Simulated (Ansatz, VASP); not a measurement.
YAs4: VASP beside Ansatz

INCAR

```
SYSTEM = YAs4
PREC = Accurate
ENCUT = 600
EDIFF = 1E-7
ISMEAR = 0
SIGMA = 0.1
LREAL = .False.
LASPH = .True.
NELM = 100
ALGO = Normal
ISIF = 3
LWAVE = .False.
LCHARG = .False.
GGA = PE
IBRION = 2
NSW = 100
EDIFFG = -0.01
```

KPOINTS

```
regular mesh
0
Gamma
  8 8 8
  0 0 0
```

Contents of POSCAR:

```
YAs4
1.0
   -3.2120843640      3.2120843640      3.2120843640
    3.2120843640     -3.2120843640      3.2120843640
    3.2120843640      3.2120843640     -3.2120843640
Y As
1 4
Direct
    0.0000000000      0.0000000000      0.0000000000
    0.5000000000      0.5000000000      0.5000000000
    0.0000000000      0.0000000000      0.5000000000
    0.0000000000      0.5000000000      0.0000000000
    0.5000000000      0.0000000000      0.0000000000
```

Input for Ansatz:

```yaml
crystal:
  lattice:
    - [-3.212084364, 3.212084364, 3.212084364]
    - [3.212084364, -3.212084364, 3.212084364]
    - [3.212084364, 3.212084364, -3.212084364]
  atoms:
    - { symbol: "Y", position: [0.0, 0.0, 0.0] }
    - { symbol: As, position: [0.5, 0.5, 0.5] }
    - { symbol: As, position: [0.0, 0.0, 0.5] }
    - { symbol: As, position: [0.0, 0.5, 0.0] }
    - { symbol: As, position: [0.5, 0.0, 0.0] }
basis:
  ecutwfc: 420
kpoints:
  mp_grid: { grid: [8, 8, 8] }
hamiltonian:
  xc: pbe
scf:
  occupations: { method: gaussian, width: 0.1 }
output:
  forces: true
  stress: true
  eigenvalues: true
relax:
  adjacent_minimum: "off"
  f_tol: 0.01
  max_steps: 80
  cell: { stress_tol: 0.05 }
```

Alike in both runs: task relaxation of cell and atoms; functional PBE; k mesh 8 × 8 × 8; occupations gaussian, width 0.1 eV; no spin polarisation.

```csv
,VASP,Ansatz
version,VASP 6.6.1,Ansatz 0.2.0
potentials or method,"VASP PAW PBE potentials, release 64 (Y_sv, As), cutoff 600 eV","scalar-relativistic, plane waves, PAW"
valence electrons in the cell,31,71
```

VASP gave:

- gap on the k mesh at the Fermi level, each at its own relaxed structure (eV): none
- relaxed volume (Å³/atom): 26.34
- relaxed length of the cell vector where the two differ most in proportion (Å): 5.551

Question: Estimate Ansatz's values.

Answer: gap on the k mesh at the Fermi level, each at its own relaxed structure (eV): none; relaxed volume (Å³/atom): 26.34; relaxed length of the cell vector where the two differ most in proportion (Å): 5.552.

A gap of «none» marks a metal or a gap that the smearing closes. VASP's potentials hold 31 valence electrons a cell and Ansatz's 71, so a difference there can come from the potentials and not from the codes.

Noted on VASP's run: too few bands were computed for a metal, which touches its energy and stress.
